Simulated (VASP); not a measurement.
A run of VASP 6.6.1 is set up as follows.

File INCAR:

```
  PREC = Accurate
  ENCUT = 520
  EDIFF = 1E-7
  ISMEAR = 0
  SIGMA = 0.05
  LREAL = F
  LASPH = T
  NELM = 60
  ALGO = Normal
  ISIF = 2
  LWAVE = F
  LCHARG = F
  GGA = PS
  NBANDS = 15
```

File KPOINTS:

```
Automatic mesh
0
Gamma
  6 6 6
```

POSCAR

```
KBr
1.0
    0.0000000000      3.1438834418      3.0128882984
    3.1438834418      0.0000000000      3.0128882984
    3.1438834418      3.1438834418      0.0000000000
K Br
1 1
Direct
    0.0000000000      0.0000000000      0.0000000000
    0.5000000000      0.5000000000      0.5000000000
```

Potentials or basis: VASP PAW PBE potentials, release 64 (K_sv, Br).

The run is started by

```bash
$ cat potpaw_PBE.64/K_sv/POTCAR potpaw_PBE.64/Br/POTCAR > POTCAR
$ mpirun -np 1 vasp_std > vasp.out
```

Question: Predict the band gap on the k mesh.

Answer: 4.74 eV.

Question: Estimate the pressure.

Answer: 4.1 GPa.

Stress tensor (GPa, compression positive):
```
3.00 0.00 0.00
0.00 3.00 0.00
0.00 0.00 6.37
```

Caveat: the cell differs from its parent crystal (strain -0.040 along x and y, -0.080 along z); the cell stands under pressure; the PAW data sets were made with another functional, which shifts forces and pressure a little.
